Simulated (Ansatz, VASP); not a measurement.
**One calculation of ZnS, two programs**

The input POSCAR:

```
ZnS
1.0
    0.0000000000     -2.6945131942     -2.6945131942
    0.0000000000      2.6945131942     -2.6945131942
    5.3890263884      0.0000000000      0.0000000000
Zn S
2 2
Direct
    0.4810032044      0.5008999510      0.5035837916
   -0.0189967956      0.0008999510      0.0035837916
   -0.0189967956      0.5008999510      0.2535837916
    0.5569903868     -0.0026998531      0.7392486253
```

File INCAR.step1:

```
SYSTEM = ZnS
PREC = Accurate ; ENCUT = 520
ISMEAR = 0 ; SIGMA = 0.05
LREAL = .False. ; LASPH = .True.
NELM = 60 ; NBANDS = 26
GGA = PE ; ALGO = Normal
EDIFF = 1E-4 ; LWAVE = .True.
LCHARG = .False.
```

INCAR.step2

```
SYSTEM = ZnS
PREC = Accurate ; ENCUT = 520
EDIFF = 1E-6 ; ISMEAR = 0
SIGMA = 0.05 ; LREAL = .False.
LASPH = .True. ; NELM = 60
ALGO = Normal ; ISIF = 2
LWAVE = .False. ; LCHARG = .False.
METAGGA = R2SCAN ; LMIXTAU = .True.
NBANDS = 26 ; ISTART = 1
```

KPOINTS

```
Automatic mesh
0
Gamma
  6 6 4
  0 0 0
```

Input for Ansatz:

```yaml
crystal:
  lattice:
    - [0.0, -2.6945131942, -2.6945131942]
    - [0.0, 2.6945131942, -2.6945131942]
    - [5.3890263884, 0.0, 0.0]
  atoms:
    - { symbol: Zn, position: [0.4810032044, 0.500899951, 0.5035837916] }
    - { symbol: Zn, position: [-0.0189967956, 0.000899951, 0.0035837916] }
    - { symbol: S, position: [-0.0189967956, 0.500899951, 0.2535837916] }
    - { symbol: S, position: [0.5569903868, -0.0026998531, 0.7392486253] }
basis:
  ecutwfc: 500
kpoints:
  mp_grid: { grid: [6, 6, 4] }
hamiltonian:
  xc: r2scan
scf:
  occupations: { method: gaussian, width: 0.05 }
output:
  forces: true
  stress: true
  eigenvalues: true
```

Change from the starting cell: atom 4 moved 0.30 Å.

Alike in both runs: task single point; functional r2SCAN; k mesh 6 × 6 × 4; occupations gaussian, width 0.05 eV; no spin polarisation.

```csv
,VASP,Ansatz
version,VASP 6.6.1,Ansatz 0.2.0
potentials or method,"VASP PAW PBE potentials, release 64 (Zn, S), cutoff 520 eV","scalar-relativistic, plane waves, PAW"
valence electrons in the cell,36,36
```

|  | VASP | Ansatz | Ansatz less VASP |
| --- | --- | --- | --- |
| gap on the k mesh at the Fermi level (eV) | 2.58 | 2.57 | -0.010 |
| least direct gap on the mesh (eV) | 2.58 | 2.57 | -0.010 |
| pressure (GPa) | 1.5 | 1.4 | -0.09 |
| traceless stress, the component that is largest in VASP (GPa) | -2.17 | -2.16 | +0.014 |
| rms of the force components (eV/Å) | 0.719 | 0.713 | -0.0059 |

VASP's potentials were made for PBE, not for r2SCAN. Atom by atom the forces differ by 0.009 eV/Å (rms over components).
